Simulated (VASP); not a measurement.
SiO2: electric field gradients with PBE

SiO2:

```
Si O
1.0
    -4.22353    4.22353    4.22353
     4.22353   -4.22353    4.22353
     4.22353    4.22353   -4.22353
Si O
8 16
Direct
  0.50000 0.00000 0.78250
  0.28250 0.28250 0.28250
  0.50000 0.00000 0.21750
  0.71750 0.71750 0.71750
  0.78250 0.50000 0.00000
  0.00000 0.21750 0.50000
  0.21750 0.50000 0.00000
  0.00000 0.78250 0.50000
  0.68023 0.93023 0.75000
  0.75000 0.68023 0.93023
  0.81977 0.56977 0.25000
  0.75000 0.18023 0.43023
  0.06977 0.25000 0.31977
  0.50000 0.00000 0.00000
  0.25000 0.81977 0.56977
  0.43023 0.75000 0.18023
  0.31977 0.06977 0.25000
  0.18023 0.43023 0.75000
  0.93023 0.75000 0.68023
  0.50000 0.50000 0.50000
  0.25000 0.31977 0.06977
  0.00000 0.50000 0.00000
  0.00000 0.00000 0.50000
  0.56977 0.25000 0.81977
```

- Program: VASP 6.6.1
- Task: electric field gradients
- Functional: PBE
- Potentials or basis: VASP PAW PBE potentials, release 64 (Si, O)
- Cutoff: 520 eV
- k mesh: 4 × 4 × 4
- Occupations: fermi-dirac, width 0.02 eV
- Spin: no spin polarisation
- Dipole correction: no
- Further INCAR settings: LREAL = Auto; ALGO = Normal; EDIFF = 1e-08; NBANDS = 82

```yaml
Pressure: 5.8 GPa
Largest_force: 0.315 eV/Å
Band_gap_on_the_k_mesh: 5.90 eV, indirect (least direct gap 5.97 eV)
```

Forces on the atoms (eV/Å):
```
Si  -0.013 -0.013  0.013
Si  -0.013 -0.013 -0.013
Si   0.013  0.013 -0.013
Si   0.013  0.013  0.013
Si   0.013 -0.013 -0.013
Si   0.013 -0.013  0.013
Si  -0.013  0.013  0.013
Si  -0.013  0.013 -0.013
O    0.000  0.000  0.315
O    0.315  0.000  0.000
O    0.000  0.000 -0.315
O    0.315  0.000  0.000
O    0.000 -0.315  0.000
O    0.000  0.000  0.000
O   -0.315  0.000  0.000
O    0.000  0.315  0.000
O    0.000  0.000 -0.315
O    0.000  0.000  0.315
O    0.000  0.315  0.000
O    0.000  0.000  0.000
O   -0.315  0.000  0.000
O    0.000  0.000  0.000
O    0.000  0.000  0.000
O    0.000 -0.315  0.000
```

Levels at points of the mesh, in eV from the valence-band top:
| k point | band 61 | band 62 | band 63 | band 64 | band 65 | band 66 | band 67 | band 68 |
| --- | --- | --- | --- | --- | --- | --- | --- | --- |
| (0.00, 0.00, 0.00) | -0.37 | -0.07 | -0.07 | -0.07 | 5.90 | 8.06 | 8.42 | 8.66 |
| (0.50, 0.00, 0.00) | -0.19 | -0.19 | -0.07 | -0.07 | 7.50 | 7.50 | 8.79 | 8.79 |
| (0.50, 0.50, 0.50) | -0.08 | 0.00 | 0.00 | 0.00 | 8.38 | 8.38 | 8.38 | 8.54 |

Electric field gradients, principal values (V/Å²):
```
atom    least   middle  greatest (by size)
1 Si   -2.738   -2.738               5.476
2 Si   -2.738   -2.738               5.476
3 Si   -2.738   -2.738               5.476
4 Si   -2.738   -2.738               5.476
5 Si   -2.738   -2.738               5.476
6 Si   -2.738   -2.738               5.476
7 Si   -2.738   -2.738               5.476
8 Si   -2.738   -2.738               5.476
 9 O  -30.138  -58.416              88.554
10 O  -30.138  -58.416              88.554
11 O  -30.138  -58.412              88.550
12 O  -30.138  -58.412              88.550
13 O  -30.138  -58.416              88.554
14 O  -46.077  -46.095              92.172
15 O  -30.138  -58.412              88.550
16 O  -30.138  -58.412              88.550
17 O  -30.138  -58.416              88.554
18 O  -30.138  -58.412              88.550
19 O  -30.138  -58.416              88.554
20 O  -46.077  -46.077              92.155
21 O  -30.138  -58.416              88.554
22 O  -46.077  -46.095              92.172
23 O  -46.077  -46.095              92.172
24 O  -30.138  -58.412              88.550
```

It took 6.3 min on 1 thread of Intel(R) Xeon(R) Platinum 8259CL CPU @ 2.50GHz (Skylake/Cascade Lake), on a shared host, peak memory 0.43 GiB.

Caveat: without QUAD_EFG the Cq values of the log hold for a quadrupole moment of 1 mb, not for the nuclei. PBE gaps usually lie below the measured ones, often by a third to a half.
